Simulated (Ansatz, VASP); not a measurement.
# Two plane-wave programs on W

INCAR

```
ALGO     = Normal         # electronic algorithm
DIPOL    = 0.5 0.5 0.500
EDIFF    = 1E-7           # SCF threshold, eV
ENCUT    = 520            # plane-wave cutoff, eV
GGA      = PE             # functional
IDIPOL   = 3            
ISIF     = 2              # what is computed and relaxed
ISMEAR   = -1             # smearing method
LASPH    = True           # aspherical terms in the spheres
LCHARG   = False          # write CHGCAR
LDIPOL   = True         
LREAL    = False          # projectors in reciprocal space
LWAVE    = False          # write WAVECAR
NBANDS   = 51             # bands
NELM     = 100            # most SCF steps
PREC     = Accurate       # precision mode
SIGMA    = 0.08           # smearing width, eV
```

KPOINTS

```
k-points
0
Gamma
  16 16 1
```

The input POSCAR:

```
W
1.0
    3.1834185694      0.0000000000      0.0000000000
    0.0000000000      3.1834185694      0.0000000000
    0.0000000000      0.0000000000     23.9585000000
W
6
Direct
    0.2500000000      0.2500000000      0.3404682231
    0.7500000000      0.7500000000      0.3990730829
    0.2500000000      0.2500000000      0.4678512185
    0.7500000000      0.7500000000      0.5321487837
    0.2500000000      0.2500000000      0.6009269158
    0.7500000000      0.7500000000      0.6595317760
```

Input for Ansatz:

```yaml
crystal:
  lattice:
    - [3.1834185694, 0.0, 0.0]
    - [0.0, 3.1834185694, 0.0]
    - [0.0, 0.0, 23.9585]
  atoms:
    - { symbol: W, position: [0.25, 0.25, 0.3404682231] }
    - { symbol: W, position: [0.75, 0.75, 0.3990730829] }
    - { symbol: W, position: [0.25, 0.25, 0.4678512185] }
    - { symbol: W, position: [0.75, 0.75, 0.5321487837] }
    - { symbol: W, position: [0.25, 0.25, 0.6009269158] }
    - { symbol: W, position: [0.75, 0.75, 0.659531776] }
  periodic: [true, true, false]
kpoints:
  mp_grid: { grid: [16, 16, 1] }
scf:
  occupations: { method: fermi_dirac, width: 0.08 }
hamiltonian:
  xc: pbe
  pseudopotentials: { kind: paw }
output:
  forces: true
  stress: true
  eigenvalues: true
```

Alike in both runs: task single point; functional PBE; k mesh 16 × 16 × 1; occupations fermi-dirac, width 0.08 eV; no spin polarisation.

```csv
,VASP,Ansatz
version,VASP 6.6.1,Ansatz 0.2.0
potentials or method,"VASP PAW PBE potentials, release 64 (W_sv)","PAW with Ansatz's default frozen-core files, scalar-relativistic"
plane-wave cutoff (eV),520,420
valence electrons in the cell,84,84
```

VASP gave:

| Item | Value |
| --- | --- |
| gap on the k mesh at the Fermi level (eV) | none |
| rms of the force components (eV/Å) | 0.015 |

Question: Which values does Ansatz return?

Answer: gap on the k mesh at the Fermi level (eV): none; rms of the force components (eV/Å): 0.021.

Atom by atom the forces differ by 0.016 eV/Å (rms over components). A gap of «none» marks a metal or a gap that the smearing closes. Ansatz's warnings: slab cell height set.

Spin-orbit coupling is off throughout.
